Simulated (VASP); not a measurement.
SiC (Moissanite): relaxation of cell and atoms with PBE

SiC (Moissanite):

```
Si C
1.0
     3.07600    0.00000    0.00000
    -1.53800    2.66389    0.00000
     0.00000    0.00000    5.04800
Si C
2 2
Direct
  0.33333 0.66667 0.00000
  0.66667 0.33333 0.50000
  0.33333 0.66667 0.38500
  0.66667 0.33333 0.88500
```

```json
{
  "Program": "VASP 6.6.1",
  "Task": "relaxation of cell and atoms",
  "Functional": "PBE",
  "Potentials or basis": "VASP PAW PBE potentials, release 64 (Si, C)",
  "Cutoff": "600 eV",
  "k mesh": "8 × 8 × 5",
  "Occupations": "gaussian, width 0.01 eV",
  "Spin": "no spin polarisation",
  "Dipole correction": "no",
  "Further INCAR settings": "ALGO = Normal; EDIFF = 1e-06; IBRION = 2; EDIFFG = -0.01; NSW = 50; ISIF = 3"
}
```

```
Relaxed volume                         : 10.49 Å³/atom
Relaxed cell                           : a = 3.091 Å, b = 3.091 Å, c = 5.073 Å, α = 90.00°, β = 90.00°, γ = 120.00°
Space group after relaxing (to 0.05 Å) : P6_3mc (No. 186)
Energy gained by relaxing              : 10.5 meV/atom
Ionic steps                            : 7
Pressure after relaxing                : 0.0 GPa
Band gap on the k mesh                 : 2.55 eV, indirect (least direct gap 3.94 eV)
```

The path:
| step | energy change (eV) | largest force (eV/Å) | pressure (GPa) | volume (Å³) |
| --- | --- | --- | --- | --- |
| 1 | 0.0000 | 0.7519 | 3.50 | 41.36 |
| 2 | -0.0031 | 0.6270 | -3.42 | 42.73 |
| 3 | -0.0391 | 0.0841 | -0.44 | 42.06 |
| 4 | -0.0421 | 0.0243 | 0.06 | 41.97 |
| 5 | -0.0422 | 0.0121 | 0.00 | 41.98 |
| 6 | -0.0422 | 0.0113 | 0.00 | 41.98 |
| 7 | -0.0422 | 0.0004 | 0.00 | 41.98 |

Final structure:
```cif
data_structure
_symmetry_space_group_name_H-M 'P 1'
_symmetry_Int_Tables_number 1
_cell_length_a 3.0911
_cell_length_b 3.0911
_cell_length_c 5.0728
_cell_angle_alpha 90.000
_cell_angle_beta 90.000
_cell_angle_gamma 120.000
_cell_volume 41.98
loop_
_atom_site_label
_atom_site_type_symbol
_atom_site_fract_x
_atom_site_fract_y
_atom_site_fract_z
_atom_site_occupancy
Si1 Si 0.33333 0.66667 0.00458 1
Si2 Si 0.66667 0.33333 0.50458 1
C1 C 0.33333 0.66667 0.38042 1
C2 C 0.66667 0.33333 0.88042 1
```

Levels at points of the mesh, in eV from the valence-band top:
```
           k point  band 5  band 6  band 7  band 8  band 9  band 10  band 11  band 12
(0.00, 0.00, 0.00)   -1.31   -0.11    0.00    0.00    4.68     6.05     6.58     6.58
(0.50, 0.00, 0.00)   -5.38   -3.29   -3.24   -1.19    2.75     4.21     6.77     7.07
```

It took 32 s on 1 thread of Intel(R) Xeon(R) 6975P-C (Granite Rapids), on a shared host, peak memory 0.17 GiB.

A k mesh can miss the band edges. Zero-point motion and thermal expansion aren't in these numbers.
